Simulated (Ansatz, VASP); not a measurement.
PtSe2: VASP beside Ansatz

The input INCAR:

```
PREC = Accurate
ENCUT = 520
EDIFF = 1E-6
ISMEAR = -1
SIGMA = 0.02
LREAL = False
LASPH = True
NELM = 80
ALGO = Normal
ISIF = 2
LWAVE = False
LCHARG = True
GGA = PE
LELF = True
LVHAR = True
NBANDS = 31
```

Contents of KPOINTS:

```
regular mesh
0
Gamma
  4 4 6
```

POSCAR

```
PtSe2
1.0
    5.7422443201      0.0000000000      0.0000000000
    0.0000000000      5.7422443201      0.0000000000
    0.0000000000      0.0000000000      3.9681204328
Pt Se
2 4
Direct
    0.0000000000      0.0000000000      0.0000000000
    0.5000000000      0.5000000000      0.5000000000
    0.3100953199      0.3100953199      0.0000000000
    0.1899046801      0.8100953199      0.5000000000
    0.8100953199      0.1899046801      0.5000000000
    0.6899046801      0.6899046801      0.0000000000
```

Input for Ansatz:

```yaml
crystal:
  lattice:
    - [5.7422443201, 0.0, 0.0]
    - [0.0, 5.7422443201, 0.0]
    - [0.0, 0.0, 3.9681204328]
  atoms:
    - { symbol: Pt, position: [0.0, 0.0, 0.0] }
    - { symbol: Pt, position: [0.5, 0.5, 0.5] }
    - { symbol: Se, position: [0.3100953199, 0.3100953199, 0.0] }
    - { symbol: Se, position: [0.1899046801, 0.8100953199, 0.5] }
    - { symbol: Se, position: [0.8100953199, 0.1899046801, 0.5] }
    - { symbol: Se, position: [0.6899046801, 0.6899046801, 0.0] }
kpoints:
  mp_grid: { grid: [4, 4, 6] }
hamiltonian:
  xc: pbe
scf:
  occupations: { method: fermi_dirac, width: 0.02 }
  n_extra_bands: 5
output:
  forces: true
  stress: true
  eigenvalues: true
```

Alike in both runs: task single point; functional PBE; k mesh 4 × 4 × 6; occupations fermi-dirac, width 0.02 eV; no spin polarisation.

|  | VASP | Ansatz |
| --- | --- | --- |
| version | VASP 6.6.1 | Ansatz 0.2.0 |
| potentials or method | VASP PAW PBE potentials, release 64 (Pt, Se) | plane waves, PAW |
| plane-wave cutoff (eV) | 520 | 420 |
| valence electrons in the cell | 44 | 100 |

```tsv
	VASP	Ansatz	Ansatz less VASP
pressure (GPa)	3.2	3.3	+0.03
traceless stress, the component that is largest in VASP (GPa)	0.80	0.81	+0.011
rms of the force components (eV/Å)	0.040	0.039	-0.0001
```

Atom by atom the forces differ by 0.000 eV/Å (rms over components). The functional is the same, so the differences come from potentials, cutoffs and numerics. VASP's potentials hold 44 valence electrons a cell and Ansatz's 100, so a difference there can come from the potentials and not from the codes.

Spin-orbit coupling is off throughout.
